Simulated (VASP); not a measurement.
HfB: single point with LDA

Crystal: HfB.

```
Hf B
1.0
     0.11820    2.37058    2.37058
     2.37058    0.11820    2.37058
     2.37058    2.37058    0.11820
Hf B
1 1
Direct
  0.50000 0.50000 0.50000
  0.00000 0.00000 0.00000
```

```yaml
Program: VASP 6.6.1
Task: single point
Functional: LDA
Potentials_or_basis: VASP PAW LDA potentials, release 64 (Hf_pv, B)
Cutoff: 520 eV
k_mesh: 2 × 2 × 2, shifted
Occupations: gaussian, width 0.1 eV
Spin: no spin polarisation
Dipole_correction: no
Further_INCAR_settings: ALGO = Normal; EDIFF = 1e-07; NBANDS = 14; ISYM = 0
```

```
Pressure : 17.0 GPa
```

Stress tensor (GPa, compression positive):
```
16.99  0.11  0.11
 0.11 16.99  0.11
 0.11  0.11 16.99
```

Levels at points of the mesh, in eV from the Fermi level:
| k point | band 3 | band 4 | band 5 | band 6 | band 7 | band 8 | band 9 | band 10 |
| --- | --- | --- | --- | --- | --- | --- | --- | --- |
| (0.12, 0.12, 0.12) | -29.72 | -10.69 | -1.38 | 0.06 | 0.06 | 1.75 | 1.75 | 2.58 |

Wall time 9.1 s on 1 thread of AMD EPYC 7R43 64-Core Processor (Zen 3), with other jobs on the host, peak memory 0.1 GiB.

Caveat: the k points lie up to 1.20 Å⁻¹ apart; spin-orbit coupling is left out, which moves the levels of the heavy elements.
